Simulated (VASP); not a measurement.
Set up this calculation in VASP 6.6.1, as the native input.

```
Task                   : single point
Functional             : PBEsol
Potentials or basis    : VASP PAW PBE potentials, release 64 (H, Cl)
Cutoff                 : 500 eV
k mesh                 : 10 × 10 × 10
Occupations            : gaussian, width 0.05 eV
Spin                   : no spin polarisation
Dipole correction      : no
Further INCAR settings : ALGO = Normal; EDIFF = 1e-06; NBANDS = 11
```

The structure of HCl lies in POSCAR:

```
HCl
1.0
    0.0000000000      2.3756511469      2.3756511469
    2.3756511469      0.0000000000      2.3756511469
    2.3756511469      2.3756511469      0.0000000000
H Cl
1 1
Direct
    0.0000000000      0.0000000000      0.0000000000
    0.5000000000      0.5000000000      0.5000000000
```

The input as run:

INCAR

```
SYSTEM = HCl
ALGO = Normal
EDIFF = 1E-6
ENCUT = 500
GGA = PS
GGA_COMPAT = .FALSE.
ISIF = 2
ISMEAR = 0
LASPH = .TRUE.
LCHARG = .TRUE.
LELF = .TRUE.
LREAL = .FALSE.
LVHAR = .TRUE.
LWAVE = .FALSE.
NBANDS = 11
NELM = 120
PREC = Accurate
SIGMA = 0.05
```

KPOINTS

```
k-points
0
G
  10 10 10
  0 0 0
```

Potentials or basis: VASP PAW PBE potentials, release 64 (H, Cl).

Run with:

```bash
$ cat potpaw_PBE.64/H/POTCAR potpaw_PBE.64/Cl/POTCAR > POTCAR
$ mpirun -np 1 vasp_std > vasp.out
```

Results of the run:

```
Pressure               : -8.7 GPa
Band gap on the k mesh : zero (bands 4 and 5 overlap by 0.81 eV)
```

Caveat: the cell stands under tension; the PAW data sets were made with another functional, which shifts forces and pressure a little.

It took 8.1 s on 1 thread of Intel(R) Xeon(R) 6975P-C (Granite Rapids), with other jobs on the host, peak memory 0.15 GiB.
